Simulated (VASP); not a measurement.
# W3O (Pm-3n) in VASP: notebook

W3O is run at these levels: PBE; tasks: relaxation of cell and atoms, single point.

Program: VASP 6.6.1. These are calculated values, not measurements. Logs are shortened: lines on timing, memory, paths and dates and some standing lists are left out, and cuts for length are marked.

## (1) The cell of the first run

The structure is cubic, space group Pm-3n (No. 223). Conventional cell: a = 4.889 Å, b = 4.889 Å, c = 4.889 Å, α = 90.00°, β = 90.00°, γ = 90.00°. Within 3.2 Å of W (site symmetry -4m2) lie 10 W at 2.44 to 2.99 Å and 4 O at 2.73 Å. O (site symmetry m-3) has 12 W at 2.73 Å within 3.6 Å.

## (2) Relaxation of cell and atoms, PBE

INCAR

```
SYSTEM = W3O
PREC = Accurate
ENCUT = 600
EDIFF = 1E-6
ISMEAR = 0
SIGMA = 0.1
LREAL = .False.
LASPH = .True.
NELM = 80
ALGO = Normal
ISIF = 3
LWAVE = .False.
LCHARG = .False.
GGA = PE
IBRION = 2
NSW = 100
EDIFFG = -0.005
```

KPOINTS

```
regular mesh
0
Gamma
  8 8 8
  0 0 0
```

POSCAR

```
W3O
1.0
    4.8892325523      0.0000000000      0.0000000000
    0.0000000000      4.8892325523      0.0000000000
    0.0000000000      0.0000000000      4.8892325523
W O
6 2
Direct
    0.5000000000      0.7500000000      0.0000000000
    0.0000000000      0.5000000000      0.7500000000
    0.2500000000      0.0000000000      0.5000000000
    0.5000000000      0.2500000000      0.0000000000
    0.0000000000      0.5000000000      0.2500000000
    0.7500000000      0.0000000000      0.5000000000
    0.5000000000      0.5000000000      0.5000000000
    0.0000000000      0.0000000000      0.0000000000
```

Potentials or basis: VASP PAW PBE potentials, release 64 (W_sv, O).

On the command line:

```sh
cat potpaw_PBE.64/W_sv/POTCAR potpaw_PBE.64/O/POTCAR > POTCAR
mpirun -np 1 vasp_std > vasp.out
```

OUTCAR:

```text
SYSTEM = W3O
   PREC = Accurate
   ENCUT = 600
   EDIFF = 1E-6
   ISMEAR = 0
   LREAL = .False.
   LASPH = .True.
   NELM = 80
   ISIF = 3
   GGA = PE
   IBRION = 2
   NSW = 100
   EDIFFG = -0.005

 ion  position               nearest neighbor table
   1  0.500  0.750  0.000-   4 2.44   4 2.44   2 2.99   5 2.99   6 2.99   3 2.99   6 2.99   3 2.99
                             2 2.99   5 2.99
   2  0.000  0.500  0.750-   5 2.44   5 2.44   4 2.99   1 2.99   6 2.99   3 2.99   3 2.99   6 2.99
                             1 2.99   4 2.99
   3  0.250  0.000  0.500-   6 2.44   6 2.44   4 2.99   5 2.99   1 2.99   1 2.99   4 2.99   2 2.99
                             5 2.99   2 2.99
   4  0.500  0.250  0.000-   1 2.44   1 2.44   3 2.99   5 2.99   6 2.99   3 2.99   6 2.99   2 2.99
                             2 2.99   5 2.99
   5  0.000  0.500  0.250-   2 2.44   2 2.44   3 2.99   4 2.99   6 2.99   1 2.99   3 2.99   6 2.99
                             1 2.99   4 2.99
   6  0.750  0.000  0.500-   3 2.44   3 2.44   1 2.99   4 2.99   5 2.99   1 2.99   4 2.99   2 2.99
                             5 2.99   2 2.99
   7  0.500  0.500  0.500-
   8  0.000  0.000  0.000-

  LATTYP: Found a simple cubic cell.
 ALAT       =     4.8892325523

  Lattice vectors:

 A1 = (   4.8892325523,   0.0000000000,   0.0000000000)
 A2 = (   0.0000000000,   4.8892325523,   0.0000000000)
 A3 = (   0.0000000000,   0.0000000000,   4.8892325523)

Analysis of symmetry for initial positions (statically):
=====================================================================
 Subroutine PRICEL returns:
 Original cell was already a primitive cell.

 Routine SETGRP: Setting up the symmetry group for a
 simple cubic supercell.

 Subroutine GETGRP returns: Found 48 space group operations
 (whereof 24 operations were pure point group operations)
 out of a pool of 48 trial point group operations.

The static configuration has the point symmetry T_h .
 The point group associated with its full space group is O_h .

Analysis of symmetry for dynamics (positions and initial velocities):
=====================================================================
 Subroutine PRICEL returns:
 Original cell was already a primitive cell.

 Routine SETGRP: Setting up the symmetry group for a
 simple cubic supercell.

 Subroutine GETGRP returns: Found 48 space group operations
 (whereof 24 operations were pure point group operations)
 out of a pool of 48 trial point group operations.

The dynamic configuration has the point symmetry T_h .
 The point group associated with its full space group is O_h .
[... 121 lines left out ...]
   PSTRESS=    0.0 pullay stress
   NELECT =      96.0000    total number of electrons
   NUPDOWN=      -1.0000    fix difference up-down
   EMIN   =  10.00;   EMAX   =-10.00  energy-range for DOS
   EFERMI =   0.00;   METHOD = LEGACY
   ISMEAR =     0;   SIGMA  =   0.10  broadening in eV -4-tet -1-fermi 0-gaus
   EFERMI_NEDOS =   21; number of points for ismear=-14 and -15
   IALGO  =     38    algorithm
   IMIX   =      4    mixing-type and parameters
     AMIX     =   0.40;   BMIX     =  1.00
     AMIX_MAG =   1.60;   BMIX_MAG =  1.00
  volume/ion in A,a.u.               =      14.61        98.59
  Fermi-wavevector in a.u.,A,eV,Ry     =   1.533173  2.897277 31.982127  2.350620
  Thomas-Fermi vector in A             =   2.640277
   LORBIT       =      0    0 simple, 1 ext, 2 COOP (PROOUT), +10 PAW based schemes
   GGA     = PE    functional components
   LHFCALC =     F    Hartree Fock is set to
   AEXX    =    0.0000 exact exchange contribution
   IVDW    =     0    specifies the selected vdW correction
   LEPSILON=     F    determine dielectric tensor
   LRPA    =     F    only Hartree local field effects (RPA)
 conjugate gradient relaxation of ions
 non-spin polarized calculation
 Gauss-broadening in eV      SIGMA  =   0.10
  energy-cutoff  :      600.00
  volume of cell :      116.88
 maximum number of plane-waves:      3948
 NGX is ok and might be reduce to    40

--------------------------------------- Ionic step        1  -------------------------------------------

 number of electron      96.0000016 magnetization

 Free energy of the ion-electron system (eV)
  ---------------------------------------------------
  ext. energy  EPLUGINS =         0.00000000
  ---------------------------------------------------
  free energy    TOTEN  =       -80.82690559 eV

  energy without entropy =      -80.79197452  energy(sigma->0) =      -80.80944006

------------------------ aborting loop because EDIFF is reached ----------------------------------------

  FORCE on cell =-STRESS in cart. coord.  units (eV):
  Direction    XX          YY          ZZ          XY          YZ          ZX
  --------------------------------------------------------------------------------------
  -------------------------------------------------------------------------------------
  Total        0.0407101      0.0407101      0.0407101     -0.0000000      0.0000000     -0.0000000
  in kB        0.5580726      0.5580726      0.5580726     -0.0000000      0.0000000     -0.0000000
  external PRESSURE =       0.5580726 kB  Pullay stress =       0.0000000 kB
[... 71 lines left out ...]
--------------------------------------- Ionic step        3  -------------------------------------------

 number of electron      96.0000016 magnetization

 Free energy of the ion-electron system (eV)
  ---------------------------------------------------
  ext. energy  EPLUGINS =         0.00000000
  ---------------------------------------------------
  free energy    TOTEN  =       -80.82691049 eV

  energy without entropy =      -80.79197647  energy(sigma->0) =      -80.80944348

 E-fermi :   9.7566     XC(G=0): -13.0523

 val. band max:        9.7530794815   @ k =   0.5000   0.3750   0.1250
 cond. band min:       9.7580188130   @ k =   0.1250   0.1250   0.1250
 fundamental gap:      0.0049393315
 Fermi energy:         9.7565644528

 k-point     1 :       0.0000    0.0000    0.0000
  band No.  band energies     occupation
      1     -64.5129      2.00000
      2     -64.4575      2.00000
      3     -64.4575      2.00000
      4     -64.2516      2.00000
      5     -64.2516      2.00000
      6     -64.2516      2.00000
[... 1429 lines left out ...]
     56      11.6402      0.00000
     57      12.0726      0.00000

 [... further k-points ...]

------------------------ aborting loop because EDIFF is reached ----------------------------------------

  FORCE on cell =-STRESS in cart. coord.  units (eV):
  Direction    XX          YY          ZZ          XY          YZ          ZX
  --------------------------------------------------------------------------------------
  -------------------------------------------------------------------------------------
  Total        0.0016772      0.0016772      0.0016772      0.0000000      0.0000000      0.0000000
  in kB        0.0229867      0.0229867      0.0229867      0.0000000      0.0000000      0.0000000
  external PRESSURE =       0.0229867 kB  Pullay stress =       0.0000000 kB
[... 23 lines left out ...]
  FREE ENERGIE OF THE ION-ELECTRON SYSTEM (eV)
  ---------------------------------------------------
  free  energy   TOTEN  =       -80.8269104910 eV

  energy  without entropy=      -80.7919764705  energy(sigma->0) =      -80.80944348

 reached required accuracy - stopping structural energy minimisation
```

Wall time 14 min (1 thread of Intel Xeon 8259CL, shared host); peak memory 0.38 GiB.

Results:

| Item | Value |
| --- | --- |
| Free energy | -80.8269 eV |
| Relaxed volume | 14.61 Å³/atom |
| Relaxed cell | a = 4.890 Å, b = 4.890 Å, c = 4.890 Å, α = 90.00°, β = 90.00°, γ = 90.00° |
| Space group after relaxing (to 0.1 Å) | Pm-3n (No. 223) |
| Energy gained by relaxing | 0.0 meV/atom |
| Ionic steps | 3 |
| Pressure after relaxing | 0.0 GPa |
| Band gap on the k mesh | zero (bands 48 and 49 overlap by 0.86 eV) |

Final structure:
```
W O
1.0
     4.88960    0.00000    0.00000
     0.00000    4.88960    0.00000
     0.00000    0.00000    4.88960
W O
6 2
Direct
  0.50000 0.75000 0.00000
  0.00000 0.50000 0.75000
  0.25000 0.00000 0.50000
  0.50000 0.25000 0.00000
  0.00000 0.50000 0.25000
  0.75000 0.00000 0.50000
  0.50000 0.50000 0.50000
  0.00000 0.00000 0.00000
```

Levels at points of the mesh, in eV from the Fermi level:
| k point | band 45 | band 46 | band 47 | band 48 | band 49 | band 50 | band 51 | band 52 |
| --- | --- | --- | --- | --- | --- | --- | --- | --- |
| (0.00, 0.00, 0.00) | -1.37 | -0.72 | 0.12 | 0.12 | 0.12 | 1.32 | 1.32 | 1.32 |
| (0.50, 0.00, 0.00) | -0.92 | -0.92 | 0.41 | 0.41 | 0.42 | 0.42 | 1.04 | 1.04 |
| (0.50, 0.50, 0.00) | -0.86 | -0.42 | -0.42 | -0.28 | -0.16 | -0.16 | -0.10 | 0.09 |
| (0.50, 0.50, 0.50) | -0.95 | -0.95 | -0.95 | -0.95 | -0.26 | -0.26 | 0.58 | 0.58 |

Caveat: spin-orbit coupling is left out, which moves the levels of the heavy elements.

## (3) Single point, PBE

This run uses another cell than the first one: it holds 16 atoms, not 8.

INCAR

```
SYSTEM = W3O
ALGO = Fast ; EDIFF = 1E-6
ENCUT = 520 ; GGA = PE
ISIF = 2 ; ISMEAR = 0
LASPH = .True. ; LCHARG = .False.
LREAL = Auto ; LWAVE = .False.
NBANDS = 110 ; NELM = 80
PREC = Accurate ; SIGMA = 0.15
```

KPOINTS

```
k-points
0
Gamma
  8 8 4
  0 0 0
```

POSCAR

```
W3O
1.0
    0.0000000000     -4.8845028678      0.0000000000
    0.0000000000      0.0000000000     -4.8845028678
    9.7690057356      0.0000000000      0.0000000000
W O
12 4
Direct
    0.2500000000      1.0000000000      0.2500000000
    0.2500000000      1.0000000000      0.7500000000
    0.5000000000      0.2500000000      0.5000000000
    0.5000000000      0.2500000000      0.0000000000
    1.0000000000      0.5000000000      0.1250000000
    1.0000000000      0.5000000000      0.6250000000
    0.7500000000      1.0000000000      0.2500000000
    0.7500000000      1.0000000000      0.7500000000
    0.5000000000      0.7500000000      0.5000000000
    0.5000000000      0.7500000000      0.0000000000
    1.0000000000      0.5000000000      0.3750000000
    1.0000000000      0.5000000000      0.8750000000
    0.5000000000      0.5000000000      0.2500000000
    0.5000000000      0.5000000000      0.7500000000
    0.0000000000      0.0000000000      0.0000000000
    0.0000000000      0.0000000000      0.5000000000
```

Potentials or basis: VASP PAW PBE potentials, release 64 (W_sv, O).

On the command line:

```sh
cat potpaw_PBE.64/W_sv/POTCAR potpaw_PBE.64/O/POTCAR > POTCAR
mpirun -np 1 vasp_std > vasp.out
```

OUTCAR:

```text
SYSTEM = W3O
   EDIFF = 1E-6
   ENCUT = 520
   GGA = PE
   ISIF = 2
   ISMEAR = 0
   LASPH = .True.
   LREAL = Auto
   NELM = 80
   PREC = Accurate

 ion  position               nearest neighbor table
   1  0.250  0.000  0.250-   7 2.44   7 2.44   5 2.99   3 2.99   9 2.99  10 2.99  11 2.99   5 2.99
                            11 2.99   4 2.99
   2  0.250  0.000  0.750-   8 2.44   8 2.44   6 2.99   3 2.99   9 2.99  10 2.99  12 2.99   6 2.99
                            12 2.99   4 2.99
   3  0.500  0.250  0.500-   9 2.44   9 2.44   6 2.99   7 2.99   8 2.99   1 2.99  11 2.99   2 2.99
                             6 2.99  11 2.99
[... 2924 lines left out ...]
  in kB        7.7356261      7.5834397      7.5834397      0.0000000     -0.0000000      0.0000000
  external PRESSURE =       7.6341685 kB  Pullay stress =       0.0000000 kB

 VOLUME and BASIS-vectors are now :
 -----------------------------------------------------------------------------
  energy-cutoff  :      520.00
  volume of cell :      233.07
      direct lattice vectors                 reciprocal lattice vectors
     0.000000000 -4.884502868  0.000000000     0.000000000 -0.204729125  0.000000000
     0.000000000  0.000000000 -4.884502868     0.000000000  0.000000000 -0.204729125
     9.769005736  0.000000000  0.000000000     0.102364563  0.000000000  0.000000000

 POSITION                                       TOTAL-FORCE (eV/Angst)
 -----------------------------------------------------------------------------------
      2.44225     -1.22113      0.00000         0.000000      0.000141      0.000000
      7.32675     -1.22113      0.00000        -0.000000      0.000141      0.000000
      4.88450     -2.44225     -1.22113        -0.000000     -0.000000     -0.000141
      0.00000     -2.44225     -1.22113        -0.000000     -0.000000     -0.000141
      1.22113      0.00000     -2.44225        -0.000000     -0.000000      0.000000
      6.10563      0.00000     -2.44225         0.000000     -0.000000      0.000000
[... 8 lines left out ...]
      0.00000      0.00000      0.00000        -0.000000     -0.000000      0.000000
      4.88450      0.00000      0.00000        -0.000000      0.000000      0.000000
 -----------------------------------------------------------------------------------
    total drift:                               -0.000000     -0.000000     -0.000000

  FREE ENERGIE OF THE ION-ELECTRON SYSTEM (eV)
  ---------------------------------------------------
  free  energy   TOTEN  =      -161.6970604123 eV

  energy  without entropy=     -161.5420833363  energy(sigma->0) =     -161.61957187
```

OSZICAR:

```text
N       E                     dE             d eps       ncg     rms          rms(c)
DAV:   1     0.286870523209E+04    0.28687E+04   -0.10919E+05  9908   0.203E+03
DAV:   2     0.105955594345E+03   -0.27627E+04   -0.27047E+04  9900   0.669E+02
[... 12 lines left out ...]
RMM:  15    -0.161698353020E+03   -0.11262E-02   -0.66809E-03 15264   0.196E-01    0.279E-01
RMM:  16    -0.161697266189E+03    0.10868E-02   -0.11599E-03 12256   0.755E-02    0.130E-01
RMM:  17    -0.161697055022E+03    0.21117E-03   -0.79458E-04 13317   0.542E-02    0.344E-02
RMM:  18    -0.161697055611E+03   -0.58931E-06   -0.24969E-04 13489   0.239E-02    0.695E-03
RMM:  19    -0.161697060567E+03   -0.49565E-05   -0.51194E-05 12095   0.117E-02    0.109E-02
RMM:  20    -0.161697060180E+03    0.38691E-06   -0.12387E-05  9348   0.578E-03    0.423E-03
RMM:  21    -0.161697060412E+03   -0.23186E-06   -0.86089E-06  7989   0.349E-03
   1 F= -.16169706E+03 E0= -.16161957E+03  d E =-.154977E+00
```

stdout:

```text
POSCAR found type information on POSCAR W O
 POSCAR found :  2 types and      16 ions
 scaLAPACK will be used
 LDA part: xc-table for (Slater+PW92), standard interpolation
 POSCAR, INCAR and KPOINTS ok, starting setup
 FFT: planning ... GRIDC
 FFT: planning ... GRID_SOFT
 FFT: planning ... GRID
 WAVECAR not read
 entering main loop
WARNING in EDDRMM: call to ZHEGV failed, returncode =   8  4    104
WARNING in EDDRMM: call to ZHEGV failed, returncode =   8  4    102
WARNING in EDDRMM: call to ZHEGV failed, returncode =   8  4     97
WARNING in EDDRMM: call to ZHEGV failed, returncode =   6  3     97
WARNING in EDDRMM: call to ZHEGV failed, returncode =   8  4    105
WARNING in EDDRMM: call to ZHEGV failed, returncode =   6  3    104
```

Run time: 47 min. Hardware: 1 thread of Oxide Virtual Turin-like, shared host; peak memory 0.75 GiB.

What came out:

| Property | Result |
| --- | --- |
| Free energy | -161.6971 eV |
| Pressure | 0.8 GPa |
| Band gap on the k mesh | zero (bands 96 and 97 overlap by 0.83 eV) |

Levels at points of the mesh, in eV from the Fermi level:
```
           k point  band 92  band 93  band 94  band 95  band 96  band 97  band 98  band 99  band 100  band 101
(0.00, 0.00, 0.00)    -0.72     0.12     0.12     0.12     0.42     0.42     0.43     0.43      1.05      1.05
(0.50, 0.00, 0.00)    -0.41    -0.41    -0.28    -0.16    -0.16    -0.10     0.09     0.42      0.42      0.43
(0.50, 0.50, 0.00)    -0.87    -0.87    -0.41    -0.41    -0.28    -0.25    -0.25    -0.16     -0.16     -0.10
(0.00, 0.00, 0.50)    -0.46    -0.25    -0.25     0.25     0.25     0.25     0.25     1.34      1.34      1.49
(0.50, 0.00, 0.50)    -1.01    -0.21    -0.21    -0.13    -0.13     0.62     0.62     0.70      0.70      0.75
(0.50, 0.50, 0.50)    -0.92    -0.43    -0.43    -0.43    -0.43    -0.20    -0.20    -0.20     -0.20      0.04
```

Caveat: spin-orbit coupling is left out, which moves the levels of the heavy elements.
